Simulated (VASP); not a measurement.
# CaO (Fm-3m) in VASP: single point with PBE

Aim: the single point of CaO with PBE.

Everything below comes from runs of VASP 6.6.1. Logs are shortened: lines on timing, memory, paths and dates and some standing lists are left out, and cuts for length are marked.

### Step 1. The cell of the first run

It takes space group Fm-3m (No. 225, cubic). Conventional cell: a = 4.831 Å, b = 4.831 Å, c = 4.831 Å, α = 90.00°, β = 90.00°, γ = 90.00°. Within 3.2 Å of Ca (site symmetry m-3m) lie 6 O at 2.42 Å. Within 3.2 Å of O (site symmetry m-3m) lie 6 Ca at 2.42 Å.

### Step 2. Single point, PBE

The input, INCAR:

```
  PREC = Accurate
  ENCUT = 600
  EDIFF = 1E-6
  ISMEAR = 0
  SIGMA = 0.02
  LREAL = False
  LASPH = True
  NELM = 120
  ALGO = Normal
  ISIF = 2
  LWAVE = False
  LCHARG = False
  GGA = PE
  NBANDS = 15
  GGA_COMPAT = False
```

The input, KPOINTS:

```
Automatic mesh
0
Gamma
  8 8 8
```

The input, POSCAR:

```
CaO
1.0
    0.0000000000      2.4153651128      2.4153651128
    2.4153651128      0.0000000000      2.4153651128
    2.4153651128      2.4153651128      0.0000000000
Ca O
1 1
Direct
    0.0000000000      0.0000000000      0.0000000000
    0.5000000000      0.5000000000      0.5000000000
```

Potentials or basis: VASP PAW PBE potentials, release 64 (Ca_sv, O).

On the command line:

```console
cat potpaw_PBE.64/Ca_sv/POTCAR potpaw_PBE.64/O/POTCAR > POTCAR
mpirun -np 1 vasp_std > vasp.out
```

OUTCAR:

```text
PREC = Accurate
   ENCUT = 600
   EDIFF = 1E-6
   ISMEAR = 0
   LREAL = False
   LASPH = True
   NELM = 120
   ISIF = 2
   GGA = PE

 ion  position               nearest neighbor table
   1  0.000  0.000  0.000-   2 2.42   2 2.42   2 2.42   2 2.42   2 2.42   2 2.42
   2  0.500  0.500  0.500-   1 2.42   1 2.42   1 2.42   1 2.42   1 2.42   1 2.42

  LATTYP: Found a face centered cubic cell.
 ALAT       =     4.8307302256

  Lattice vectors:

 A1 = (   0.0000000000,   2.4153651128,   2.4153651128)
 A2 = (   2.4153651128,   0.0000000000,   2.4153651128)
 A3 = (   2.4153651128,   2.4153651128,   0.0000000000)

Analysis of symmetry for initial positions (statically):
=====================================================================
 Subroutine PRICEL returns:
 Original cell was already a primitive cell.

 Routine SETGRP: Setting up the symmetry group for a
 face centered cubic supercell.

 Subroutine GETGRP returns: Found 48 space group operations
 (whereof 48 operations were pure point group operations)
 out of a pool of 48 trial point group operations.

The static configuration has the point symmetry O_h .

Analysis of symmetry for dynamics (positions and initial velocities):
=====================================================================
 Subroutine PRICEL returns:
 Original cell was already a primitive cell.

 Routine SETGRP: Setting up the symmetry group for a
 face centered cubic supercell.

 Subroutine GETGRP returns: Found 48 space group operations
 (whereof 48 operations were pure point group operations)
 out of a pool of 48 trial point group operations.

The dynamic configuration has the point symmetry O_h .

 Subroutine INISYM returns: Found 48 space group operations
 (whereof 48 operations are pure point group operations),
 and found     1 'primitive' translations

----------------------------------------------------------------------------------------

                                     Primitive cell

  volume of cell :      28.1824

  direct lattice vectors                    reciprocal lattice vectors
     0.000000000  2.415365113  2.415365113    -0.207008041  0.207008041  0.207008041
     2.415365113  0.000000000  2.415365113     0.207008041 -0.207008041  0.207008041
     2.415365113  2.415365113  0.000000000     0.207008041  0.207008041 -0.207008041

  length of vectors
     3.415842101  3.415842101  3.415842101     0.358548444  0.358548444  0.358548444

  position of ions in fractional coordinates (direct lattice)
     0.000000000  0.000000000  0.000000000
     0.500000000  0.500000000  0.500000000

  ion indices of the primitive-cell ions
   primitive index   ion index
                 1           1
[... 86 lines left out ...]
   EMIN   =  10.00;   EMAX   =-10.00  energy-range for DOS
   EFERMI =   0.00;   METHOD = LEGACY
   ISMEAR =     0;   SIGMA  =   0.02  broadening in eV -4-tet -1-fermi 0-gaus
   EFERMI_NEDOS =   21; number of points for ismear=-14 and -15
   IALGO  =     38    algorithm
   IMIX   =      4    mixing-type and parameters
     AMIX     =   0.40;   BMIX     =  1.00
     AMIX_MAG =   1.60;   BMIX_MAG =  1.00
  volume/ion in A,a.u.               =      14.09        95.09
  Fermi-wavevector in a.u.,A,eV,Ry     =   1.355570  2.561656 25.001668  1.837571
  Thomas-Fermi vector in A             =   2.482647
   LORBIT       =      0    0 simple, 1 ext, 2 COOP (PROOUT), +10 PAW based schemes
   GGA     = PE    functional components
   LHFCALC =     F    Hartree Fock is set to
   AEXX    =    0.0000 exact exchange contribution
   IVDW    =     0    specifies the selected vdW correction
   LEPSILON=     F    determine dielectric tensor
   LRPA    =     F    only Hartree local field effects (RPA)
 non-spin polarized calculation
 Gauss-broadening in eV      SIGMA  =   0.02
  energy-cutoff  :      600.00
  volume of cell :       28.18
 maximum number of plane-waves:       960
   NGX = 13   NGY = 13   NGZ = 13

 number of electron      15.9999999 magnetization

 Free energy of the ion-electron system (eV)
  ---------------------------------------------------
  ext. energy  EPLUGINS =         0.00000000
  ---------------------------------------------------
  free energy    TOTEN  =       -12.80757781 eV

  energy without entropy =      -12.80757781  energy(sigma->0) =      -12.80757781

 E-fermi :   2.3440     XC(G=0): -10.4017

 val. band max:        2.2636990402   @ k =   0.0000   0.0000   0.0000
 cond. band min:       5.9037277380   @ k =   0.5000   0.5000   0.0000
 fundamental gap:      3.6400286979
 Fermi energy:         2.3440201616

 k-point     1 :       0.0000    0.0000    0.0000
  band No.  band energies     occupation
      1     -35.4354      2.00000
      2     -16.2102      2.00000
      3     -16.2102      2.00000
      4     -16.2102      2.00000
      5     -13.2396      2.00000
      6       2.2637      2.00000
      7       2.2637      2.00000
      8       2.2637      2.00000
      9       6.8555      0.00000
     10       8.4519      0.00000
     11       8.4519      0.00000
     12       8.4519      0.00000
     13       9.9294      0.00000
     14       9.9294      0.00000
[... 401 lines left out ...]
      2     -17.0442      2.00000
      3     -16.4371      2.00000
      4     -16.3295      2.00000
      5     -12.3677      2.00000
      6       0.2366      2.00000
      7       1.1504      2.00000
      8       1.2288      2.00000
      9       8.9527      0.00000
     10       9.0319      0.00000
     11      10.9312      0.00000
     12      11.0876      0.00000
     13      12.3504      0.00000
     14      14.0351      0.00000
     15      15.8967      0.00000

 [... further k-points ...]

------------------------ aborting loop because EDIFF is reached ----------------------------------------

  FORCE on cell =-STRESS in cart. coord.  units (eV):
  Direction    XX          YY          ZZ          XY          YZ          ZX
  --------------------------------------------------------------------------------------
  -------------------------------------------------------------------------------------
  Total        0.0768086      0.0768086      0.0768086     -0.0000000      0.0000000      0.0000000
  in kB        4.3665863      4.3665863      4.3665863     -0.0000000      0.0000000      0.0000000
  external PRESSURE =       4.3665863 kB  Pullay stress =       0.0000000 kB

 VOLUME and BASIS-vectors are now :
 -----------------------------------------------------------------------------
  energy-cutoff  :      600.00
  volume of cell :       28.18
      direct lattice vectors                 reciprocal lattice vectors
     0.000000000  2.415365113  2.415365113    -0.207008041  0.207008041  0.207008041
     2.415365113  0.000000000  2.415365113     0.207008041 -0.207008041  0.207008041
     2.415365113  2.415365113  0.000000000     0.207008041  0.207008041 -0.207008041

 POSITION                                       TOTAL-FORCE (eV/Angst)
 -----------------------------------------------------------------------------------
      0.00000      0.00000      0.00000         0.000000     -0.000000     -0.000000
      2.41537      2.41537      2.41537        -0.000000      0.000000      0.000000
 -----------------------------------------------------------------------------------
    total drift:                                0.000000      0.000000      0.000000

  FREE ENERGIE OF THE ION-ELECTRON SYSTEM (eV)
  ---------------------------------------------------
  free  energy   TOTEN  =       -12.8075778082 eV

  energy  without entropy=      -12.8075778082  energy(sigma->0) =      -12.80757781
```

OSZICAR:

```text
N       E                     dE             d eps       ncg     rms          rms(c)
DAV:   1     0.131970414004E+03    0.13197E+03   -0.91124E+03   870   0.122E+03
DAV:   2    -0.881051563657E+01   -0.14078E+03   -0.13228E+03  1080   0.304E+02
DAV:   3    -0.143573150632E+02   -0.55468E+01   -0.55079E+01  1011   0.622E+01
DAV:   4    -0.145155102238E+02   -0.15820E+00   -0.15795E+00  1257   0.899E+00
DAV:   5    -0.145168706955E+02   -0.13605E-02   -0.13605E-02  1005   0.863E-01    0.856E+00
DAV:   6    -0.128887792962E+02    0.16281E+01   -0.51635E+00   955   0.220E+01    0.364E+00
DAV:   7    -0.128111761675E+02    0.77603E-01   -0.41106E-01   968   0.665E+00    0.181E+00
DAV:   8    -0.128084292307E+02    0.27469E-02   -0.77577E-02  1108   0.303E+00    0.426E-01
DAV:   9    -0.128069308582E+02    0.14984E-02   -0.45401E-03   898   0.568E-01    0.112E-01
DAV:  10    -0.128076009063E+02   -0.67005E-03   -0.74551E-04  1003   0.244E-01    0.443E-02
DAV:  11    -0.128075777810E+02    0.23125E-04   -0.46920E-05  1088   0.824E-02    0.639E-03
DAV:  12    -0.128075778082E+02   -0.27235E-07   -0.77258E-06   968   0.242E-02
   1 F= -.12807578E+02 E0= -.12807578E+02  d E =-.654170E-11
```

Wall time 26 s (1 thread of AMD EPYC 7R43 (Zen 3), shared host); peak memory 0.13 GiB.

What came out:

| Quantity | Value |
| --- | --- |
| Free energy | -12.8076 eV |
| Pressure | 0.4 GPa |
| Band gap on the k mesh | 3.64 eV (least direct gap 4.02 eV) |
